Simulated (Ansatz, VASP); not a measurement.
BN in VASP and in Ansatz

INCAR

```
SYSTEM = BN
PREC = Accurate
ENCUT = 600
EDIFF = 1E-6
ISMEAR = 0
SIGMA = 0.05
LREAL = .False.
LASPH = .True.
NELM = 120
ALGO = Normal
ISIF = 2
LWAVE = .False.
LCHARG = .False.
GGA = B5
ALDAX = 1.0
AGGAX = 1.0
AGGAC = 1.0
ALDAC = 0.0
NBANDS = 11
GGA_COMPAT = .False.
```

KPOINTS

```
regular mesh
0
Gamma
  12 12 12
  0 0 0
```

File POSCAR:

```
BN
1.0
    0.0000000000      1.8463510626      1.8463510626
    1.8463510626      0.0000000000      1.8463510626
    1.8463510626      1.8463510626      0.0000000000
B N
1 1
Direct
    0.0000000000      0.0000000000      0.0000000000
    0.7500000000      0.7500000000      0.7500000000
```

Input for Ansatz:

```yaml
crystal:
  lattice:
    - [0.0, 1.8463510626, 1.8463510626]
    - [1.8463510626, 0.0, 1.8463510626]
    - [1.8463510626, 1.8463510626, 0.0]
  atoms:
    - { symbol: B, position: [0.0, 0.0, 0.0] }
    - { symbol: "N", position: [0.75, 0.75, 0.75] }
basis:
  ecutwfc: 420
  ecutrho_ratio: 4
kpoints:
  mp_grid: { grid: [12, 12, 12] }
hamiltonian:
  xc: blyp
scf:
  occupations: { method: gaussian, width: 0.05 }
output:
  forces: true
  stress: true
  eigenvalues: true
```

Alike in both runs: task single point; functional BLYP; k mesh 12 × 12 × 12; occupations gaussian, width 0.05 eV; no spin polarisation.

|  | VASP | Ansatz |
| --- | --- | --- |
| version | VASP 6.6.1 | Ansatz 0.2.0 |
| potentials or method | VASP PAW PBE potentials, release 64 (B, N), cutoff 600 eV | scalar-relativistic, plane waves, PAW |
| valence electrons in the cell | 8 | 8 |

|  | VASP | Ansatz | Ansatz less VASP |
| --- | --- | --- | --- |
| gap on the k mesh at the Fermi level (eV) | 4.79 | 4.78 | -0.006 |
| least direct gap on the mesh (eV) | 8.62 | 8.61 | -0.009 |
| pressure (GPa) | -12.8 | -12.3 | +0.48 |

VASP's potentials were made for PBE, not for BLYP.
